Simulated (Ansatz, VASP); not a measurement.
## One calculation of TiO2, two programs

The input INCAR:

```
SYSTEM = TiO2
PREC     = Accurate       ! precision mode
ENCUT    = 600            ! plane-wave cutoff, eV
EDIFF    = 1E-6           ! SCF threshold, eV
ISMEAR   = 0              ! smearing method
SIGMA    = 0.1            ! smearing width, eV
LREAL    = .False.        ! projectors in reciprocal space
LASPH    = .True.         ! aspherical terms in the spheres
NELM     = 150            ! most SCF steps
ALGO     = Normal         ! electronic algorithm
ISIF     = 3              ! what is computed and relaxed
LWAVE    = .False.        ! write WAVECAR
LCHARG   = .False.        ! write CHGCAR
ISPIN    = 2              ! spin polarisation
MAGMOM   = 1 1 0 0 0 0    ! initial moments
LORBIT   = 11             ! projections on sites
LMAXMIX  = 4              ! l up to which the mixer works
GGA      = PE             ! functional
IBRION   = 2              ! ionic algorithm
NSW      = 90             ! ionic steps
EDIFFG   = -0.04          ! ionic threshold
```

File KPOINTS:

```
regular mesh
0
Gamma
  4 4 4
  0 0 0
```

Contents of POSCAR:

```
TiO2
1.0
    4.1298114012      0.0000000000      0.0000000000
    0.0000000000      4.1298114012      0.0000000000
    0.0000000000      0.0000000000      5.0452170370
Ti O
2 4
Direct
    0.0000000000      0.5000000000      0.2500000000
    0.5000000000      0.0000000000      0.7500000000
    0.5000000000      0.2500000000      0.3333333333
    0.5000000000      0.7500000000      0.3333333333
    0.2500000000      0.5000000000      0.6666666667
    0.7500000000      0.5000000000      0.6666666667
```

Input for Ansatz:

```yaml
crystal:
  lattice:
    - [4.1298114012, 0.0, 0.0]
    - [0.0, 4.1298114012, 0.0]
    - [0.0, 0.0, 5.045217037]
  atoms:
    - { symbol: Ti, position: [0.0, 0.5, 0.25], spin: 1.0 }
    - { symbol: Ti, position: [0.5, 0.0, 0.75], spin: 1.0 }
    - { symbol: O, position: [0.5, 0.25, 0.3333333333] }
    - { symbol: O, position: [0.5, 0.75, 0.3333333333] }
    - { symbol: O, position: [0.25, 0.5, 0.6666666667] }
    - { symbol: O, position: [0.75, 0.5, 0.6666666667] }
basis:
  ecutwfc: 420
kpoints:
  mp_grid: { grid: [4, 4, 4] }
hamiltonian:
  xc: pbe
scf:
  occupations: { method: gaussian, width: 0.1 }
  lower_state_search: "off"
output:
  forces: true
  stress: true
  eigenvalues: true
  populations: true
magnetization:
  spin_polarized: true
relax:
  adjacent_minimum: "off"
  f_tol: 0.04
  max_steps: 70
  cell: { stress_tol: 0.4 }
```

Alike in both runs: task relaxation of cell and atoms; functional PBE; k mesh 4 × 4 × 4; occupations gaussian, width 0.1 eV; collinear spin.

```csv
,VASP,Ansatz
version,VASP 6.6.1,Ansatz 0.2.0
potentials or method,"VASP PAW PBE potentials, release 64 (Ti_sv, O), cutoff 600 eV","scalar-relativistic, plane waves, PAW"
valence electrons in the cell,48,48
```

Ansatz gave:

| Item | Value |
| --- | --- |
| gap on the k mesh at the Fermi level, each at its own relaxed structure (eV) | none |
| net moment per atom (μB) | 0.13 |
| size of the moment on the site where the two differ most (μB) | 0.16 |
| relaxed volume (Å³/atom) | 10.31 |
| relaxed length of the cell vector where the two differ most in proportion (Å) | 3.922 |

Question: Which values does VASP return?

Answer: gap on the k mesh at the Fermi level, each at its own relaxed structure (eV): none; net moment per atom (μB): 0.00; size of the moment on the site where the two differ most (μB): 0.00; relaxed volume (Å³/atom): 10.12; relaxed length of the cell vector where the two differ most in proportion (Å): 3.781.

The net moments are unlike, so the other rows may belong to different states. Site moments also hang on the region over which each program counts them. A gap of «none» marks a metal or a gap that the smearing closes.

The k mesh is coarse, so the values compare programs but aren't converged. Noted on VASP's run: the volume moved by over 15 % at a fixed basis, so the end points are rough.
